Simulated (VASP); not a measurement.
# BaZrO3 (Pm-3m) in VASP: notebook, part 2 of 2

VASP 6.6.1. Earlier steps stand in the parts before.

### Step 3. Single point, LDA

This run uses another cell than the first one, of 14.27 Å³/atom, 1.052 times its volume.

The input, INCAR:

```
SYSTEM = BaZrO3
ALGO = Normal ; EDIFF = 1E-6
ENCUT = 910 ; GGA = CA
GGA_COMPAT = .FALSE. ; ISIF = 2
ISMEAR = -1 ; LASPH = .TRUE.
LCHARG = .FALSE. ; LREAL = .FALSE.
LWAVE = .FALSE. ; NBANDS = 28
NELM = 120 ; PREC = Accurate
SIGMA = 0.05
```

The input, KPOINTS:

```
k-points
0
G
  8 8 8
  0 0 0
```

The input, POSCAR:

```
BaZrO3
1.0
    4.1473627058      0.0000000000      0.0000000000
    0.0000000000      4.1473627058      0.0000000000
    0.0000000000      0.0000000000      4.1473627058
Ba Zr O
1 1 3
Direct
    0.0000000000      0.0000000000      0.0000000000
    0.5000000000      0.5000000000      0.5000000000
    0.0000000000      0.5000000000      0.5000000000
    0.5000000000      0.0000000000      0.5000000000
    0.5000000000      0.5000000000      0.0000000000
```

Potentials or basis: VASP PAW LDA potentials, release 64 (Ba_sv, Zr_sv, O_h).

The run is started by

```bash
$ cat potpaw_LDA.64/Ba_sv/POTCAR potpaw_LDA.64/Zr_sv/POTCAR potpaw_LDA.64/O_h/POTCAR > POTCAR
$ mpirun -np 1 vasp_std > vasp.out
```

OUTCAR:

```text
SYSTEM = BaZrO3
   EDIFF = 1E-6
   ENCUT = 910
   GGA = CA
   ISIF = 2
   ISMEAR = -1
   LASPH = .TRUE.
   LREAL = .FALSE.
   NELM = 120
   PREC = Accurate

 ion  position               nearest neighbor table
   1  0.000  0.000  0.000-   3 2.93   4 2.93   5 2.93   3 2.93   4 2.93   3 2.93   5 2.93   3 2.93
                             4 2.93   5 2.93   4 2.93   5 2.93   2 3.59   2 3.59   2 3.59   2 3.59
   2  0.500  0.500  0.500-   3 2.07   4 2.07   5 2.07   5 2.07   4 2.07   3 2.07   1 3.59   1 3.59
                             1 3.59   1 3.59   1 3.59   1 3.59   1 3.59   1 3.59
   3  0.000  0.500  0.500-   2 2.07   2 2.07   1 2.93   1 2.93   1 2.93   1 2.93
   4  0.500  0.000  0.500-   2 2.07   2 2.07   1 2.93   1 2.93   1 2.93   1 2.93
   5  0.500  0.500  0.000-   2 2.07   2 2.07   1 2.93   1 2.93   1 2.93   1 2.93

  LATTYP: Found a simple cubic cell.
 ALAT       =     4.1473627058

  Lattice vectors:

 A1 = (   4.1473627058,   0.0000000000,   0.0000000000)
 A2 = (   0.0000000000,   4.1473627058,   0.0000000000)
 A3 = (   0.0000000000,   0.0000000000,   4.1473627058)

Analysis of symmetry for initial positions (statically):
=====================================================================
[... 182 lines left out ...]
 fundamental gap:      3.1378826534
 Fermi energy:         5.2301723723

 k-point     1 :       0.0000    0.0000    0.0000
  band No.  band energies     occupation
      1     -42.4361      2.00000
      2     -21.0125      2.00000
      3     -20.8209      2.00000
      4     -20.8209      2.00000
      5     -20.8209      2.00000
      6     -12.0795      2.00000
[... 733 lines left out ...]
     27      12.6828      0.00000
     28      13.3515      0.00000

 [... further k-points ...]

------------------------ aborting loop because EDIFF is reached ----------------------------------------

  FORCE on cell =-STRESS in cart. coord.  units (eV):
  Direction    XX          YY          ZZ          XY          YZ          ZX
  --------------------------------------------------------------------------------------
  -------------------------------------------------------------------------------------
  Total        0.5505550      0.5505550      0.5505550      0.0000000     -0.0000000      0.0000000
  in kB       12.3650328     12.3650328     12.3650328      0.0000000     -0.0000000      0.0000000
  external PRESSURE =      12.3650328 kB  Pullay stress =       0.0000000 kB

 VOLUME and BASIS-vectors are now :
 -----------------------------------------------------------------------------
  energy-cutoff  :      910.00
  volume of cell :       71.34
      direct lattice vectors                 reciprocal lattice vectors
     4.147362706  0.000000000  0.000000000     0.241117084  0.000000000  0.000000000
     0.000000000  4.147362706  0.000000000     0.000000000  0.241117084  0.000000000
     0.000000000  0.000000000  4.147362706     0.000000000  0.000000000  0.241117084

 POSITION                                       TOTAL-FORCE (eV/Angst)
 -----------------------------------------------------------------------------------
      0.00000      0.00000      0.00000         0.000000      0.000000      0.000000
      2.07368      2.07368      2.07368         0.000000      0.000000      0.000000
      0.00000      2.07368      2.07368         0.000000      0.000000      0.000000
      2.07368      0.00000      2.07368         0.000000      0.000000      0.000000
      2.07368      2.07368      0.00000         0.000000      0.000000      0.000000
 -----------------------------------------------------------------------------------
    total drift:                                0.000000     -0.000000     -0.000000

  FREE ENERGIE OF THE ION-ELECTRON SYSTEM (eV)
  ---------------------------------------------------
  free  energy   TOTEN  =       -45.7615004698 eV

  energy  without entropy=      -45.7615004698  energy(sigma->0) =      -45.76150047
```

OSZICAR:

```text
N       E                     dE             d eps       ncg     rms          rms(c)
DAV:   1     0.448169552987E+03    0.44817E+03   -0.29925E+04  1960   0.219E+03
DAV:   2    -0.103657642910E+01   -0.44921E+03   -0.43058E+03  2432   0.435E+02
DAV:   3    -0.513015593199E+02   -0.50265E+02   -0.49729E+02  2892   0.131E+02
DAV:   4    -0.529790076081E+02   -0.16774E+01   -0.16731E+01  2764   0.219E+01
DAV:   5    -0.530194287714E+02   -0.40421E-01   -0.40409E-01  2788   0.278E+00    0.313E+01
DAV:   6    -0.459686474112E+02    0.70508E+01   -0.35874E+01  2580   0.374E+01    0.142E+01
DAV:   7    -0.458294685253E+02    0.13918E+00   -0.29855E+00  2604   0.960E+00    0.881E+00
DAV:   8    -0.457672625964E+02    0.62206E-01   -0.38902E-01  2436   0.483E+00    0.942E-01
DAV:   9    -0.457618614633E+02    0.54011E-02   -0.65876E-02  2900   0.145E+00    0.569E-01
DAV:  10    -0.457618377703E+02    0.23693E-04   -0.12594E-02  2636   0.914E-01    0.320E-01
DAV:  11    -0.457615004147E+02    0.33736E-03   -0.22137E-03  2520   0.404E-01    0.292E-02
DAV:  12    -0.457615007790E+02   -0.36429E-06   -0.10329E-04  2820   0.681E-02    0.187E-02
DAV:  13    -0.457615004698E+02    0.30915E-06   -0.48204E-06  2660   0.159E-02
   1 F= -.45761500E+02 E0= -.45761500E+02  d E =-.328172E-11
```

Run time: 75 s. Hardware: 1 thread of Intel Xeon Platinum 8488C (Sapphire Rapids), shared host; peak memory 0.32 GiB.

What came out:

```
Free energy            : -45.7615 eV
Pressure               : 1.2 GPa
Band gap on the k mesh : 3.14 eV, indirect (least direct gap 3.31 eV)
```

Caveat: the cutoff is under 1.25 times the usual one of these potentials, so pressure, stress and relaxed cells hold a basis-set (Pulay) error; spin-orbit coupling is left out, which moves the levels of the heavy elements.

### Step 4. Single point, LDA

This run uses another cell than the first one, of 13.75 Å³/atom, 1.014 times its volume.

The input, INCAR:

```
ALGO = Normal ; EDIFF = 1E-6
ENCUT = 910 ; GGA = CA
GGA_COMPAT = False ; ISIF = 2
ISMEAR = 0 ; LASPH = True
LCHARG = False ; LREAL = False
LWAVE = False ; NBANDS = 28
NELM = 120 ; PREC = Accurate
SIGMA = 0.01
```

The input, KPOINTS:

```
k-points
0
Gamma
  4 4 4
```

POSCAR, as its differences from that of step 3:

```diff
@@ -2,5 +2,5 @@
 1.0
-    4.1473627058      0.0000000000      0.0000000000
-    0.0000000000      4.1473627058      0.0000000000
-    0.0000000000      0.0000000000      4.1473627058
+    4.0969601340      0.0000000000      0.0000000000
+    0.0000000000      4.0969601340      0.0000000000
+    0.0000000000      0.0000000000      4.0969601340
 Ba Zr O
```

The run is started by

```bash
$ cat potpaw_LDA.64/Ba_sv/POTCAR potpaw_LDA.64/Zr_sv/POTCAR potpaw_LDA.64/O_h/POTCAR > POTCAR
$ mpirun -np 1 vasp_std > vasp.out
```

It took 35 s on 1 thread of Intel Xeon Platinum 8488C (Sapphire Rapids), shared host; peak memory 0.22 GiB.

The run converged. Its results:

| Item | Value |
| --- | --- |
| Free energy | -45.6681 eV |
| Pressure | 8.5 GPa |
| Band gap on the k mesh | 3.20 eV, indirect (least direct gap 3.32 eV) |

Levels at points of the mesh, in eV from the valence-band top:
| k point | band 16 | band 17 | band 18 | band 19 | band 20 | band 21 | band 22 | band 23 | band 24 | band 25 |
| --- | --- | --- | --- | --- | --- | --- | --- | --- | --- | --- |
| (0.00, 0.00, 0.00) | -1.11 | -1.11 | -0.12 | -0.12 | -0.12 | 3.20 | 3.20 | 3.20 | 4.59 | 4.59 |
| (0.50, 0.00, 0.00) | -1.91 | -1.86 | -1.86 | -0.32 | -0.32 | 3.72 | 6.11 | 6.11 | 6.59 | 6.94 |
| (0.50, 0.50, 0.00) | -2.69 | -0.92 | -0.92 | -0.59 | -0.09 | 6.06 | 6.06 | 6.77 | 6.89 | 8.17 |
| (0.50, 0.50, 0.50) | -2.57 | -2.57 | 0.00 | 0.00 | 0.00 | 6.19 | 6.19 | 6.19 | 7.57 | 7.57 |

Caveat: the cutoff is under 1.25 times the usual one of these potentials, so pressure, stress and relaxed cells hold a basis-set (Pulay) error; spin-orbit coupling is left out, which moves the levels of the heavy elements. A k mesh can miss the band edges.

### Step 5. Single point, LDA

This run uses another cell than the first one, of 13.27 Å³/atom, 0.978 times its volume.

The input, INCAR:

```
SYSTEM = BaZrO3
ALGO = Normal ; EDIFF = 1E-6
ENCUT = 910 ; GGA = CA
GGA_COMPAT = .FALSE. ; ISIF = 2
ISMEAR = 0 ; LASPH = .TRUE.
LCHARG = .TRUE. ; LELF = .TRUE.
LREAL = .FALSE. ; LVHAR = .TRUE.
LWAVE = .FALSE. ; NBANDS = 28
NELM = 120 ; PREC = Accurate
SIGMA = 0.01
```

The input, KPOINTS:

```
k-points
0
G
  4 4 4
  0 0 0
```

POSCAR, as its differences from that of step 4:

```diff
@@ -2,5 +2,5 @@
 1.0
-    4.0969601340      0.0000000000      0.0000000000
-    0.0000000000      4.0969601340      0.0000000000
-    0.0000000000      0.0000000000      4.0969601340
+    4.0481197956      0.0000000000      0.0000000000
+    0.0000000000      4.0481197956      0.0000000000
+    0.0000000000      0.0000000000      4.0481197956
 Ba Zr O
```

The run is started by

```bash
$ cat potpaw_LDA.64/Ba_sv/POTCAR potpaw_LDA.64/Zr_sv/POTCAR potpaw_LDA.64/O_h/POTCAR > POTCAR
$ mpirun -np 1 vasp_std > vasp.out
```

Run time: 40 s. Hardware: 1 thread of Intel Xeon Platinum 8175M at 2.50GHz (Skylake/Cascade Lake), shared host; peak memory 0.22 GiB.

It converged, with:

* Free energy: -45.4737 eV
* Pressure: 16.7 GPa
* Band gap on the k mesh: 3.26 eV, indirect (least direct gap 3.32 eV)

Levels at points of the mesh, in eV from the valence-band top:
| k point | band 17 | band 18 | band 19 | band 20 | band 21 | band 22 | band 23 | band 24 |
| --- | --- | --- | --- | --- | --- | --- | --- | --- |
| (0.00, 0.00, 0.00) | -1.17 | -0.05 | -0.05 | -0.05 | 3.26 | 3.26 | 3.26 | 4.63 |
| (0.50, 0.00, 0.00) | -1.90 | -1.90 | -0.23 | -0.23 | 3.82 | 6.35 | 6.35 | 6.73 |
| (0.50, 0.50, 0.00) | -0.90 | -0.90 | -0.46 | -0.09 | 6.30 | 6.30 | 6.96 | 7.12 |
| (0.50, 0.50, 0.50) | -2.56 | 0.00 | 0.00 | 0.00 | 6.33 | 6.33 | 6.33 | 7.90 |

Caveat: the cutoff is under 1.25 times the usual one of these potentials, so pressure, stress and relaxed cells hold a basis-set (Pulay) error; spin-orbit coupling is left out, which moves the levels of the heavy elements.

### Step 6. Summary

```csv
cell,k mesh,smearing,gap on the mesh (eV),pressure (GPa)
"a = 4.078 Å, 5 atoms",4 × 4 × 4,gaussian 0.01 eV,3.23,11.6
"a = 4.147 Å, 5 atoms",8 × 8 × 8,fermi-dirac 0.05 eV,3.14,1.2
"a = 4.097 Å, 5 atoms",4 × 4 × 4,gaussian 0.01 eV,3.20,8.5
"a = 4.048 Å, 5 atoms",4 × 4 × 4,gaussian 0.01 eV,3.26,16.7
```

Alike in all rows: task single point; level LDA; potentials or basis VASP PAW LDA potentials, release 64 (Ba_sv, Zr_sv, O_h); no spin polarisation; cutoff (eV) 910.

Caveats: the cutoff is under 1.25 times the usual one of these potentials, so pressure, stress and relaxed cells hold a basis-set (Pulay) error; spin-orbit coupling is left out, which moves the levels of the heavy elements.

Absolute energies hang on the potentials; compare differences alone.
